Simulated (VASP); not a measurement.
## Li4NbO4: single point with PBEsol

The system is Li4NbO4.

```
Li Nb O
1.0
    -3.81195    3.81195    1.63010
     3.81195   -3.81195    1.63010
     3.81195    3.81195   -1.63010
Li Nb O
4 1 4
Direct
  0.28103 0.10421 0.38524
  0.84267 0.33415 0.17683
  0.15733 0.66585 0.82317
  0.66585 0.84267 0.50852
  0.00000 0.00000 0.00000
  0.75893 0.07971 0.83864
  0.92029 0.75893 0.67922
  0.07971 0.24107 0.32078
  0.24107 0.92029 0.16136
```

This cell differs from its parent crystal: atom 1 (Li) moved by -0.405 Å along [1 0 0] and +0.405 Å along [0 1 0].

| Quantity | Value |
| --- | --- |
| Program | VASP 6.6.1 |
| Task | single point |
| Functional | PBEsol |
| Potentials or basis | VASP PAW PBE potentials, release 64 (Li_sv, Nb_sv, O) |
| Cutoff | 520 eV |
| k mesh | 10 × 10 × 10 |
| Occupations | gaussian, width 0.05 eV |
| Spin | no spin polarisation |

```json
{"Largest force": "8.728 eV/Å", "Band gap on the k mesh": "zero (an odd number of electrons rules out a gap without spin polarisation)"}
```

Forces in eV/Å, atoms in the order of the input:
```
Li   7.738  4.038  0.000
Li  -0.227  0.066  0.000
Li  -0.052 -0.274  0.000
Li   0.069  0.317  0.000
Nb  -1.868 -3.222  0.000
O    0.102  0.324  0.000
O    0.332 -0.063  0.000
O   -0.192 -0.073  0.000
O   -5.902 -1.113  0.000
```

Levels at points of the mesh, in eV from the Fermi level:
```
           k point  band 21  band 22  band 23  band 24  band 25  band 26  band 27  band 28  band 29  band 30
(0.00, 0.00, 0.00)    -2.39    -1.85    -1.71    -1.61    -1.54     2.85     3.09     3.16     4.31     6.16
(0.50, 0.00, 0.00)    -2.84    -2.26    -1.84    -1.79     1.77     1.99     3.35     4.37     4.95     6.22
(0.50, 0.00, 0.50)    -2.66    -2.27    -1.95    -1.78     1.81     1.93     3.36     4.37     4.97     6.18
(0.50, 0.50, 0.00)    -2.56    -1.97    -1.94    -1.61    -1.56     2.84     3.10     3.23     4.89     6.12
(0.00, 0.00, 0.50)    -2.37    -2.13    -1.92    -1.81    -1.70     2.85     3.09     3.19     4.80     6.17
(0.50, 0.50, 0.50)    -2.30    -2.06    -2.02    -1.75    -1.53     2.82     2.87     3.11     4.87     6.13
```

It took 36 min on 1 thread of Oxide Virtual Turin-like Processor, with other jobs on the host, peak memory 0.76 GiB.

Caveat: the cell differs from its parent crystal (atom 1 (Li) moved by -0.405 Å along [1 0 0] and +0.405 Å along [0 1 0]); the PAW data sets were made with another functional, which shifts forces and pressure a little; an odd number of electrons without spin polarisation forces a metal; a magnetic or distorted state may lie lower.
